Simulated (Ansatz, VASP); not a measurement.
## Rh in VASP and in Ansatz

```
Rh
1.0
    -1.52920    1.52920    1.52920
     1.52920   -1.52920    1.52920
     1.52920    1.52920   -1.52920
Rh
1
Cartesian
  0.0000 0.0000 0.0000
```

Alike in both runs: task single point; functional r2SCAN; k mesh 24 × 24 × 24; occupations fermi-dirac, width 0.05 eV; collinear spin.

|  | VASP | Ansatz |
| --- | --- | --- |
| version | VASP 6.6.1 | Ansatz 0.2.0 |
| potentials or method | VASP PAW PBE potentials, release 64 (Rh_pv), cutoff 520 eV | plane waves (500 eV) with PAW, scalar-relativistic |
| valence electrons in the cell | 15 | 17 |

VASP gave:

- net moment per atom (μB): 0.87
- size of the moment on the site where the two differ most (μB): 0.88

Task: What did Ansatz give for the same quantities?

Result: net moment per atom (μB): 0.86; size of the moment on the site where the two differ most (μB): 0.87.

VASP's potentials were made for PBE, not for r2SCAN. Site moments also hang on the region over which each program counts them. VASP's potentials hold 15 valence electrons a cell and Ansatz's 17, so a difference there can come from the potentials and not from the codes. Ansatz's warnings: stability check not made.
